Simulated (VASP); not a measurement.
# InGe3S2 (I4/mmm) in VASP: notebook

The runs below take InGe3S2 through single point, relaxation of cell and atoms, with PBE.

Program: VASP 6.6.1. These are calculated values, not measurements. Logs are shortened: lines on timing, memory, paths and dates and some standing lists are left out, and cuts for length are marked.

**1. The cell of the first run**

Symmetry: I4/mmm, No. 139, tetragonal system. Conventional cell: a = 5.541 Å, b = 5.541 Å, c = 9.665 Å, α = 90.00°, β = 90.00°, γ = 90.00°. In (site symmetry 4/mmm) has 4 Ge at 2.77 Å and 8 S at 3.68 Å within 3.7 Å. Ge (site symmetry mmm) has 2 S at 2.42 Å and 2 In at 2.77 Å and 2 Ge at 2.77 Å within 3.2 Å. Within 3.7 Å of Ge (site symmetry 4/mmm) lie 4 Ge at 2.77 Å and 8 S at 3.68 Å. S (site symmetry -4m2) has 2 Ge at 2.42 Å within 3.2 Å.

The cell was built from a structure type or drawn by symmetry, and may not be a known phase.

**2. Single point, PBE**

Input file INCAR:

```
ALGO = Normal ; EDIFF = 1E-6
ENCUT = 520 ; GGA = PE
ISIF = 2 ; ISMEAR = 0
LASPH = T ; LCHARG = F
LREAL = F ; LWAVE = F
NBANDS = 42 ; NELM = 60
PREC = Accurate ; SIGMA = 0.1
```

Input file KPOINTS:

```
k-points
0
Gamma
  4 4 4
```

Input file POSCAR:

```
InGe3S2
1.0
   -2.7706567235      2.7706567235      4.8325969271
    2.7706567235     -2.7706567235      4.8325969271
    2.7706567235      2.7706567235     -4.8325969271
In Ge S
1 3 2
Direct
    0.5000000000      0.5000000000      0.0000000000
    0.5000000000      0.0000000000      0.5000000000
    0.0000000000      0.5000000000      0.5000000000
    0.0000000000      0.0000000000      0.0000000000
    0.7500000000      0.2500000000      0.5000000000
    0.2500000000      0.7500000000      0.5000000000
```

Potentials or basis: VASP PAW PBE potentials, release 64 (In_d, Ge_d, S).

Started as:

```console
cat potpaw_PBE.64/In_d/POTCAR potpaw_PBE.64/Ge_d/POTCAR potpaw_PBE.64/S/POTCAR > POTCAR
mpirun -np 1 vasp_std > vasp.out
```

OUTCAR:

```text
EDIFF = 1E-6
   ENCUT = 520
   GGA = PE
   ISIF = 2
   ISMEAR = 0
   LASPH = T
   LREAL = F
   NELM = 60
   PREC = Accurate

 ion  position               nearest neighbor table
   1  0.500  0.500  0.000-   2 2.77   3 2.77   2 2.77   3 2.77
   2  0.500  0.000  0.500-   5 2.42   6 2.42   1 2.77   4 2.77   1 2.77   4 2.77
   3  0.000  0.500  0.500-   5 2.42   6 2.42   1 2.77   4 2.77   4 2.77   1 2.77
   4  0.000  0.000  0.000-   2 2.77   3 2.77   3 2.77   2 2.77
   5  0.750  0.250  0.500-   2 2.42   3 2.42
   6  0.250  0.750  0.500-   2 2.42   3 2.42

  LATTYP: Found a body centered tetragonal cell.
 ALAT       =     5.5413134470
 C/A-ratio  =     1.7442063054

  Lattice vectors:

 A1 = (  -2.7706567235,   2.7706567235,   4.8325969271)
 A2 = (   2.7706567235,  -2.7706567235,   4.8325969271)
 A3 = (   2.7706567235,   2.7706567235,  -4.8325969271)

Analysis of symmetry for initial positions (statically):
=====================================================================
 Subroutine PRICEL returns:
 Original cell was already a primitive cell.

 Routine SETGRP: Setting up the symmetry group for a
 body centered tetragonal supercell.

 Subroutine GETGRP returns: Found 16 space group operations
 (whereof 16 operations were pure point group operations)
 out of a pool of 16 trial point group operations.

The static configuration has the point symmetry D_4h.

Analysis of symmetry for dynamics (positions and initial velocities):
=====================================================================
 Subroutine PRICEL returns:
 Original cell was already a primitive cell.

 Routine SETGRP: Setting up the symmetry group for a
 body centered tetragonal supercell.

 Subroutine GETGRP returns: Found 16 space group operations
 (whereof 16 operations were pure point group operations)
 out of a pool of 16 trial point group operations.

The dynamic configuration has the point symmetry D_4h.

 Subroutine INISYM returns: Found 16 space group operations
 (whereof 16 operations are pure point group operations),
 and found     1 'primitive' translations

----------------------------------------------------------------------------------------

                                     Primitive cell

[... 85 lines left out ...]
   NELM   =     60;   NELMIN=  2; NELMDL= -5     # of ELM steps
   EDIFF  = 0.1E-05   stopping-criterion for ELM
   LREAL  =      F    real-space projection
   EDIFFG = 0.1E-04   stopping-criterion for IOM
   NSW    =      0    number of steps for IOM
   IBRION =     -1    ionic relax: 0-MD 1-quasi-New 2-CG
   NFREE  =      0    steps in history (QN), initial steepest desc. (CG)
   ISIF   =      2    stress and relaxation
   ISYM   =      2    0-nonsym 1-usesym 2-fastsym
   POTIM  = 0.5000    time-step for ionic-motion
   TEBEG  =    0.0;   TEEND  =   0.0 temperature during run
   PSTRESS=    0.0 pullay stress
   NELECT =      67.0000    total number of electrons
   NUPDOWN=      -1.0000    fix difference up-down
   EMIN   =  10.00;   EMAX   =-10.00  energy-range for DOS
   EFERMI =   0.00;   METHOD = LEGACY
   ISMEAR =     0;   SIGMA  =   0.10  broadening in eV -4-tet -1-fermi 0-gaus
   EFERMI_NEDOS =   21; number of points for ismear=-14 and -15
   IALGO  =     38    algorithm
   IMIX   =      4    mixing-type and parameters
     AMIX     =   0.40;   BMIX     =  1.00
     AMIX_MAG =   1.60;   BMIX_MAG =  1.00
  volume/ion in A,a.u.               =      24.73       166.90
  Fermi-wavevector in a.u.,A,eV,Ry     =   1.255927  2.373358 21.461189  1.577353
  Thomas-Fermi vector in A             =   2.389660
   LORBIT       =      0    0 simple, 1 ext, 2 COOP (PROOUT), +10 PAW based schemes
   GGA     = PE    functional components
   LHFCALC =     F    Hartree Fock is set to
   AEXX    =    0.0000 exact exchange contribution
   IVDW    =     0    specifies the selected vdW correction
   LEPSILON=     F    determine dielectric tensor
   LRPA    =     F    only Hartree local field effects (RPA)
 non-spin polarized calculation
 Gauss-broadening in eV      SIGMA  =   0.10
  energy-cutoff  :      520.00
  volume of cell :      148.39
 maximum number of plane-waves:      4057
 NGX is ok and might be reduce to    48
   NGX = 23   NGY = 23   NGZ = 23

 number of electron      66.9999978 magnetization

 Free energy of the ion-electron system (eV)
  ---------------------------------------------------
  ext. energy  EPLUGINS =         0.00000000
  ---------------------------------------------------
  free energy    TOTEN  =       -22.67616479 eV

  energy without entropy =      -22.66880637  energy(sigma->0) =      -22.67248558

 E-fermi :   4.0125     XC(G=0):  -9.4439

 val. band max:        3.9285595965   @ k =   0.2500  -0.0000   0.0000
 cond. band min:       4.1048367363   @ k =   0.5000   0.5000   0.2500
 fundamental gap:      0.1762771399
 Fermi energy:         4.0125116250

 k-point     1 :       0.0000    0.0000    0.0000
  band No.  band energies     occupation
      1     -21.0105      2.00000
      2     -20.9554      2.00000
      3     -20.9554      2.00000
      4     -20.8576      2.00000
      5     -20.8228      2.00000
      6     -20.4739      2.00000
[... 574 lines left out ...]
     41       9.3641      0.00000
     42       9.3641      0.00000

------------------------ aborting loop because EDIFF is reached ----------------------------------------

  FORCE on cell =-STRESS in cart. coord.  units (eV):
  Direction    XX          YY          ZZ          XY          YZ          ZX
  --------------------------------------------------------------------------------------
  -------------------------------------------------------------------------------------
  Total       -0.0152708     -0.0152708      0.0144353      0.0000000     -0.0000000      0.0000000
  in kB       -0.1648796     -0.1648796      0.1558589      0.0000000     -0.0000000      0.0000000
  external PRESSURE =      -0.0579668 kB  Pullay stress =       0.0000000 kB

 VOLUME and BASIS-vectors are now :
 -----------------------------------------------------------------------------
  energy-cutoff  :      520.00
  volume of cell :      148.39
      direct lattice vectors                 reciprocal lattice vectors
    -2.770656724  2.770656724  4.832596927     0.000000000  0.180462630  0.103464040
     2.770656724 -2.770656724  4.832596927     0.180462630  0.000000000  0.103464040
     2.770656724  2.770656724 -4.832596927     0.180462630  0.180462630  0.000000000

 POSITION                                       TOTAL-FORCE (eV/Angst)
 -----------------------------------------------------------------------------------
      0.00000      0.00000      4.83260         0.000000      0.000000     -0.000000
      0.00000      2.77066      0.00000         0.000000      0.000000     -0.000000
      2.77066      0.00000      0.00000         0.000000      0.000000     -0.000000
      0.00000      0.00000      0.00000         0.000000      0.000000     -0.000000
      0.00000      2.77066      2.41630        -0.000000     -0.000000      0.000000
      2.77066      0.00000      2.41630        -0.000000      0.000000     -0.000000
 -----------------------------------------------------------------------------------
    total drift:                               -0.000000     -0.000000      0.000000

  FREE ENERGIE OF THE ION-ELECTRON SYSTEM (eV)
  ---------------------------------------------------
  free  energy   TOTEN  =       -22.6761647939 eV

  energy  without entropy=      -22.6688063702  energy(sigma->0) =      -22.67248558
```

OSZICAR:

```text
N       E                     dE             d eps       ncg     rms          rms(c)
DAV:   1     0.709096515092E+03    0.70910E+03   -0.31855E+04  1318   0.334E+03
DAV:   2     0.118344293731E+03   -0.59075E+03   -0.57052E+03  1092   0.876E+02
DAV:   3    -0.127417339993E+02   -0.13109E+03   -0.12743E+03  1242   0.235E+02
DAV:   4    -0.232395527114E+02   -0.10498E+02   -0.10279E+02  1302   0.734E+01
DAV:   5    -0.235787381842E+02   -0.33919E+00   -0.33850E+00  1328   0.135E+01    0.962E+00
DAV:   6    -0.226829685770E+02    0.89577E+00   -0.17881E+00  1636   0.162E+01    0.657E+00
DAV:   7    -0.226836423506E+02   -0.67377E-03   -0.54488E-01  1288   0.393E+00    0.282E+00
DAV:   8    -0.226763601069E+02    0.72822E-02   -0.58693E-02  1390   0.167E+00    0.561E-01
DAV:   9    -0.226757671238E+02    0.59298E-03   -0.13531E-02  1428   0.743E-01    0.285E-01
DAV:  10    -0.226760924823E+02   -0.32536E-03   -0.23491E-03  1334   0.441E-01    0.728E-02
DAV:  11    -0.226761502718E+02   -0.57789E-04   -0.42956E-04  1400   0.175E-01    0.511E-02
DAV:  12    -0.226761635517E+02   -0.13280E-04   -0.83876E-05  1488   0.576E-02    0.154E-02
DAV:  13    -0.226761650193E+02   -0.14676E-05   -0.10214E-05  1290   0.311E-02    0.766E-03
DAV:  14    -0.226761647939E+02    0.22539E-06   -0.14089E-06   836   0.110E-02
   1 F= -.22676165E+02 E0= -.22672486E+02  d E =-.735842E-02
```

stdout:

```text
POSCAR found type information on POSCAR InGeS
 POSCAR found :  3 types and       6 ions
 scaLAPACK will be used
 LDA part: xc-table for (Slater+PW92), standard interpolation
 POSCAR, INCAR and KPOINTS ok, starting setup
 FFT: planning ... GRIDC
 FFT: planning ... GRID_SOFT
 FFT: planning ... GRID
 WAVECAR not read
 entering main loop
```

It took 61 s on 1 thread of AMD EPYC 9R45 (Zen 5), shared host; peak memory 0.32 GiB.

What came out:

| Quantity | Value |
| --- | --- |
| Free energy | -22.6762 eV |
| Pressure | 0.0 GPa |
| Band gap on the k mesh | zero (an odd number of electrons rules out a gap without spin polarisation) |

Levels at points of the mesh, in eV from the Fermi level:
```tsv
k point	band 30	band 31	band 32	band 33	band 34	band 35	band 36	band 37
(0.00, 0.00, 0.00)	-2.24	-2.13	-2.13	-1.43	0.70	1.16	1.16	1.16
(0.50, 0.00, 0.00)	-2.20	-1.83	-1.51	-0.77	-0.50	0.93	1.36	1.99
(0.50, 0.50, 0.00)	-1.30	-0.71	-0.16	0.93	1.41	1.78	2.25	2.72
(0.50, 0.50, 0.50)	-0.96	-0.96	-0.91	-0.91	-0.29	-0.29	-0.09	1.56
```

Caveat: spin-orbit coupling is left out, which moves the levels of the heavy elements.

[end of part 1 of 2]
